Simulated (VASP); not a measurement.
A run of VASP 6.6.1 is set up as follows.

The input POSCAR:

```
Mg
1.0
   -1.5947927285      1.5947927285      1.5947927285
    1.5947927285     -1.5947927285      1.5947927285
    1.5947927285      1.5947927285     -1.5947927285
Mg
1
Direct
    0.0000000000      0.0000000000      0.0000000000
```

The input INCAR.step1:

```
PREC     = Accurate       # precision mode
ENCUT    = 520            # plane-wave cutoff, eV
ISMEAR   = 0              # smearing method
SIGMA    = 0.05           # smearing width, eV
LREAL    = False          # projectors in reciprocal space
LASPH    = True           # aspherical terms in the spheres
NELM     = 100            # most SCF steps
NBANDS   = 7              # bands
GGA      = PE             # functional
ALGO     = Normal         # electronic algorithm
EDIFF    = 1E-4           # SCF threshold, eV
LWAVE    = True           # write WAVECAR
LCHARG   = False          # write CHGCAR
```

File INCAR.step2:

```
PREC     = Accurate       # precision mode
ENCUT    = 520            # plane-wave cutoff, eV
EDIFF    = 1E-6           # SCF threshold, eV
ISMEAR   = 0              # smearing method
SIGMA    = 0.05           # smearing width, eV
LREAL    = False          # projectors in reciprocal space
LASPH    = True           # aspherical terms in the spheres
NELM     = 100            # most SCF steps
ALGO     = Normal         # electronic algorithm
ISIF     = 2              # what is computed and relaxed
LWAVE    = False          # write WAVECAR
LCHARG   = False          # write CHGCAR
METAGGA  = R2SCAN         # meta-GGA
LMIXTAU  = True         
NBANDS   = 7              # bands
ISTART   = 1
```

Contents of KPOINTS:

```
Automatic mesh
0
Gamma
  20 20 20
```

Potentials or basis: VASP PAW PBE potentials, release 64 (Mg).

Launch:

```sh
$ cat potpaw_PBE.64/Mg/POTCAR > POTCAR
$ cp INCAR.step1 INCAR
$ mpirun -np 1 vasp_std > vasp.out
$ cp INCAR.step2 INCAR
$ mpirun -np 1 vasp_std > vasp.out
```

Question: Predict the pressure.

Answer: 23.6 GPa.

Question: Predict the band gap on the k mesh.

Answer: Zero (band 1 reaches 8.94 eV, above the bottom of band 2 at 3.92 eV).

Caveat: the PAW data sets were made with another functional, which shifts forces and pressure a little.
